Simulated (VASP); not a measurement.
# MoS (Fm-3m) in VASP: relaxation of cell and atoms with PBE

Aim: the relaxation of cell and atoms of MoS with PBE.

Program: VASP 6.6.1. These are calculated values, not measurements. Logs are shortened: lines on timing, memory, paths and dates and some standing lists are left out, and cuts for length are marked.

## 1. The cell of the first run

It takes space group Fm-3m (No. 225, cubic). Conventional cell: a = 4.961 Å, b = 4.961 Å, c = 4.961 Å, α = 90.00°, β = 90.00°, γ = 90.00°. Within 3.3 Å of Mo (site symmetry m-3m) lie 6 S at 2.48 Å. S (site symmetry m-3m) has 6 Mo at 2.48 Å within 3.3 Å.

The cell was built from a structure type or drawn by symmetry, and may not be a known phase.

## 2. Relaxation of cell and atoms, PBE, collinear spin

INCAR

```
SYSTEM = MoS
PREC     = Accurate       ! precision mode
ENCUT    = 600            ! plane-wave cutoff, eV
EDIFF    = 1E-7           ! SCF threshold, eV
ISMEAR   = 0              ! smearing method
SIGMA    = 0.1            ! smearing width, eV
LREAL    = .False.        ! projectors in reciprocal space
LASPH    = .True.         ! aspherical terms in the spheres
NELM     = 150            ! most SCF steps
ALGO     = Fast           ! electronic algorithm
ISIF     = 3              ! what is computed and relaxed
LWAVE    = .False.        ! write WAVECAR
LCHARG   = .False.        ! write CHGCAR
ISPIN    = 2              ! spin polarisation
MAGMOM   = 0.43 0         ! initial moments
LORBIT   = 11             ! projections on sites
LMAXMIX  = 4              ! l up to which the mixer works
GGA      = PE             ! functional
IBRION   = 2              ! ionic algorithm
NSW      = 100            ! ionic steps
EDIFFG   = -0.01          ! ionic threshold
```

KPOINTS

```
regular mesh
0
Gamma
  20 20 20
  0 0 0
```

POSCAR

```
MoS
1.0
    0.0000000000      2.4804599030      2.4804599030
    2.4804599030      0.0000000000      2.4804599030
    2.4804599030      2.4804599030      0.0000000000
Mo S
1 1
Direct
    0.5000000000      0.5000000000      0.5000000000
    0.0000000000      0.0000000000      0.0000000000
```

Potentials or basis: VASP PAW PBE potentials, release 64 (Mo_sv, S).

Command:

```console
> cat potpaw_PBE.64/Mo_sv/POTCAR potpaw_PBE.64/S/POTCAR > POTCAR
> mpirun -np 1 vasp_std > vasp.out
```

OUTCAR:

```text
SYSTEM = MoS
   PREC = Accurate
   ENCUT = 600
   EDIFF = 1E-7
   ISMEAR = 0
   LREAL = .False.
   LASPH = .True.
   NELM = 150
   ISIF = 3
   ISPIN = 2
   LORBIT = 11
   GGA = PE
   IBRION = 2
   NSW = 100
   EDIFFG = -0.01

 ion  position               nearest neighbor table
   1  0.500  0.500  0.500-   2 2.48   2 2.48   2 2.48   2 2.48   2 2.48   2 2.48
   2  0.000  0.000  0.000-   1 2.48   1 2.48   1 2.48   1 2.48   1 2.48   1 2.48

  LATTYP: Found a face centered cubic cell.
 ALAT       =     4.9609198060

  Lattice vectors:

 A1 = (   0.0000000000,   2.4804599030,   2.4804599030)
 A2 = (   2.4804599030,   0.0000000000,   2.4804599030)
 A3 = (   2.4804599030,   2.4804599030,   0.0000000000)

Analysis of symmetry for initial positions (statically):
=====================================================================
 Subroutine PRICEL returns:
 Original cell was already a primitive cell.

 Routine SETGRP: Setting up the symmetry group for a
 face centered cubic supercell.

 Subroutine GETGRP returns: Found 48 space group operations
 (whereof 48 operations were pure point group operations)
 out of a pool of 48 trial point group operations.

The static configuration has the point symmetry O_h .

Analysis of symmetry for dynamics (positions and initial velocities):
=====================================================================
 Subroutine PRICEL returns:
 Original cell was already a primitive cell.

 Routine SETGRP: Setting up the symmetry group for a
 face centered cubic supercell.

 Subroutine GETGRP returns: Found 48 space group operations
 (whereof 48 operations were pure point group operations)
 out of a pool of 48 trial point group operations.

The dynamic configuration has the point symmetry O_h .

Analysis of structural, dynamic, and magnetic symmetry:
=====================================================================
 Subroutine PRICEL returns:
 Original cell was already a primitive cell.

 Routine SETGRP: Setting up the symmetry group for a
 face centered cubic supercell.

 Subroutine GETGRP returns: Found 48 space group operations
 (whereof 48 operations were pure point group operations)
 out of a pool of 48 trial point group operations.

The overall configuration has the point symmetry O_h .

 Subroutine INISYM returns: Found 48 space group operations
 (whereof 48 operations are pure point group operations),
 and found     1 'primitive' translations

----------------------------------------------------------------------------------------

                                     Primitive cell

  volume of cell :      30.5230

  direct lattice vectors                    reciprocal lattice vectors
[... 124 lines left out ...]
 maximum number of plane-waves:      1036
   NGX = 13   NGY = 13   NGZ = 13

--------------------------------------- Ionic step        1  -------------------------------------------

 number of electron      20.0000003 magnetization       0.0038659

 Free energy of the ion-electron system (eV)
  ---------------------------------------------------
  ext. energy  EPLUGINS =         0.00000000
  ---------------------------------------------------
  free energy    TOTEN  =       -14.64261837 eV

  energy without entropy =      -14.62805605  energy(sigma->0) =      -14.63533721

------------------------ aborting loop because EDIFF is reached ----------------------------------------

  FORCE on cell =-STRESS in cart. coord.  units (eV):
  Direction    XX          YY          ZZ          XY          YZ          ZX
  --------------------------------------------------------------------------------------
  -------------------------------------------------------------------------------------
  Total       -0.0724803     -0.0724803     -0.0724803      0.0000000     -0.0000000      0.0000000
  in kB       -3.8045543     -3.8045543     -3.8045543      0.0000000     -0.0000000      0.0000000
  external PRESSURE =      -3.8045543 kB  Pullay stress =       0.0000000 kB
[... 59 lines left out ...]
--------------------------------------- Ionic step        3  -------------------------------------------

 number of electron      20.0000002 magnetization       0.0004336

 Free energy of the ion-electron system (eV)
  ---------------------------------------------------
  ext. energy  EPLUGINS =         0.00000000
  ---------------------------------------------------
  free energy    TOTEN  =       -14.64269764 eV

  energy without entropy =      -14.62819131  energy(sigma->0) =      -14.63544447

 E-fermi :  11.5569     XC(G=0): -12.3001

 val. band max:       11.5542610480   @ k =  -0.4500   0.1000   0.0500
 cond. band min:      11.5575106251   @ k =  -0.4500   0.1500   0.0500
 fundamental gap:      0.0032495771
 Fermi energy:        11.5569337410

 spin component 1

 k-point     1 :       0.0000    0.0000    0.0000
  band No.  band energies     occupation
      1     -49.9237      1.00000
      2     -23.9952      1.00000
      3     -23.9952      1.00000
      4     -23.9952      1.00000
      5      -4.7835      1.00000
      6       8.5658      1.00000
      7       8.5658      1.00000
      8       8.5658      1.00000
      9       9.1577      1.00000
     10       9.1577      1.00000
     11       9.1577      1.00000
     12       9.5743      1.00000
     13       9.5743      1.00000
     14      15.0235      0.00000
[... 379 lines left out ...]
      3     -24.0198      1.00000
      4     -24.0128      1.00000
      5      -3.2664      1.00000
      6       3.6799      1.00000
      7       5.4149      1.00000
      8       5.5471      1.00000
      9      10.8927      1.00000
     10      11.0018      1.00000
     11      11.5693      0.43055
     12      14.5461      0.00000
     13      15.6453      0.00000
     14      15.6584      0.00000

 [... further k-points ...]

 spin component 2

 k-point     1 :       0.0000    0.0000    0.0000
  band No.  band energies     occupation
      1     -49.9234      1.00000
      2     -23.9949      1.00000
      3     -23.9949      1.00000
      4     -23.9949      1.00000
      5      -4.7834      1.00000
      6       8.5658      1.00000
      7       8.5658      1.00000
      8       8.5658      1.00000
      9       9.1580      1.00000
     10       9.1580      1.00000
     11       9.1580      1.00000
     12       9.5745      1.00000
     13       9.5745      1.00000
     14      15.0236      0.00000
[... 420 lines left out ...]
  FREE ENERGIE OF THE ION-ELECTRON SYSTEM (eV)
  ---------------------------------------------------
  free  energy   TOTEN  =       -14.6426976379 eV

  energy  without entropy=      -14.6281913117  energy(sigma->0) =      -14.63544447

 reached required accuracy - stopping structural energy minimisation

 total charge

# of ion       s       p       d       tot
------------------------------------------
    1        2.214   6.119   4.068  12.401
    2        1.309   2.403   0.000   3.713
--------------------------------------------------
tot          3.523   8.522   4.068  16.114

 magnetization (x)

# of ion       s       p       d       tot
------------------------------------------
    1        0.000   0.000   0.000   0.000
    2        0.000  -0.000   0.000  -0.000
--------------------------------------------------
tot          0.000  -0.000   0.000   0.000
```

CONTCAR:

```text
MoS
   1.00000000000000
     0.0000000000000000    2.4786327773349632    2.4786327773349632
     2.4786327773349632   -0.0000000000000000    2.4786327773349632
     2.4786327773349632    2.4786327773349632    0.0000000000000000
  Mo              S
     1     1
Direct
     0.5000000000000000    0.5000000000000000    0.5000000000000000
     0.0000000000000000    0.0000000000000000    0.0000000000000000

  0.00000000E+00  0.00000000E+00  0.00000000E+00
  0.00000000E+00  0.00000000E+00  0.00000000E+00
```

It took 18 min on 1 thread of Oxide Virtual Turin-like, shared host; peak memory 0.32 GiB.

Results:

| Item | Value |
| --- | --- |
| Free energy | -14.6427 eV |
| Relaxed volume | 15.23 Å³/atom |
| Relaxed cell | a = 3.505 Å, b = 3.505 Å, c = 3.505 Å, α = 60.00°, β = 60.00°, γ = 60.00° |
| Space group after relaxing (to 0.1 Å) | Fm-3m (No. 225) |
| Energy gained by relaxing | 0.0 meV/atom |
| Ionic steps | 3 |
| Pressure after relaxing | 0.0 GPa |
| Band gap on the k mesh | zero (filled and empty bands overlap) |
| Net moment | 0.00 μB per cell |
| Valence electrons inside the program's atomic spheres | Mo 12.40; S 3.71 |

Final structure:
```xyz
2
Lattice="0.0000 2.4786 2.4786 2.4786 0.0000 2.4786 2.4786 2.4786 0.0000" Properties=species:S:1:pos:R:3 pbc="T T T"
Mo    2.4786    2.4786    2.4786
S     0.0000    0.0000    0.0000
```
